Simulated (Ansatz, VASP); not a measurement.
One calculation of Ti, two programs

```xyz
2
Lattice="2.9904 0.0000 0.0000 -1.4952 2.5898 0.0000 0.0000 0.0000 4.5602" Properties=species:S:1:pos:R:3 pbc="T T T"
Ti    0.0000    1.7265    1.1400
Ti    1.4952    0.8633    3.4201
```

Alike in both runs: task single point; functional r2SCAN; k mesh 24 × 24 × 12; occupations fermi-dirac, width 0.02 eV; no spin polarisation.

|  | VASP | Ansatz |
| --- | --- | --- |
| version | VASP 6.6.1 | Ansatz 0.2.0 |
| potentials or method | VASP PAW PBE potentials, release 64 (Ti_sv), cutoff 520 eV | scalar-relativistic, plane waves, PAW |
| valence electrons in the cell | 24 | 24 |

Ansatz gave:

- gap on the k mesh at the Fermi level (eV): none
- pressure (GPa): -2.3
- traceless stress, the component that is largest in VASP (GPa): 2.79

Which values does VASP return?

gap on the k mesh at the Fermi level (eV): none; pressure (GPa): -2.0; traceless stress, the component that is largest in VASP (GPa): 2.80.

VASP's potentials were made for PBE, not for r2SCAN. A gap of «none» marks a metal or a gap that the smearing closes.
